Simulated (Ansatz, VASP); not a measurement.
# AgCl: VASP beside Ansatz

The input INCAR:

```
  PREC = Accurate
  ENCUT = 520
  EDIFF = 1E-8
  ISMEAR = -1
  SIGMA = 0.01
  LREAL = F
  LASPH = T
  NELM = 100
  ALGO = Normal
  ISIF = 2
  LWAVE = F
  LCHARG = F
  GGA = PE
  LEFG = T
  NBANDS = 16
```

KPOINTS

```
Automatic mesh
0
Gamma
  9 9 9
```

File POSCAR:

```
AgCl
1.0
    0.0000000000      2.8096430007      2.8096430007
    2.8096430007      0.0000000000      2.8096430007
    2.8096430007      2.8096430007      0.0000000000
Ag Cl
1 1
Direct
    0.5000000000      0.5000000000      0.5000000000
    0.0000000000      0.0000000000      0.0000000000
```

Input for Ansatz:

```yaml
crystal:
  lattice:
    - [0.0, 2.8096430007, 2.8096430007]
    - [2.8096430007, 0.0, 2.8096430007]
    - [2.8096430007, 2.8096430007, 0.0]
  atoms:
    - { symbol: Ag, position: [0.5, 0.5, 0.5] }
    - { symbol: Cl, position: [0.0, 0.0, 0.0] }
kpoints:
  mp_grid: { grid: [9, 9, 9] }
scf:
  occupations: { method: fermi_dirac, width: 0.01 }
hamiltonian:
  xc: pbe
  pseudopotentials: { kind: all_electron, datasets: crystal }
output:
  forces: true
  stress: true
  eigenvalues: true
  efg: { contact_densities: true }
```

Change from the starting cell: volume scaled by 1.04, crystal datasets.

Alike in both runs: task electric field gradients; functional PBE; k mesh 9 × 9 × 9; occupations fermi-dirac, width 0.01 eV; no spin polarisation.

|  | VASP | Ansatz |
| --- | --- | --- |
| version | VASP 6.6.1 | Ansatz 0.2.0 |
| potentials or method | VASP PAW PBE potentials, release 64 (Ag, Cl), cutoff 520 eV | all-electron PAW with datasets made for the crystal, scalar-relativistic |

|  | VASP | Ansatz | Ansatz less VASP |
| --- | --- | --- | --- |
| gap on the k mesh at the Fermi level (eV) | 0.96 | 0.97 | +0.004 |
| pressure (GPa) | -0.3 | -0.2 | +0.13 |

Ansatz ran all-electron here, and VASP with PAW potentials.
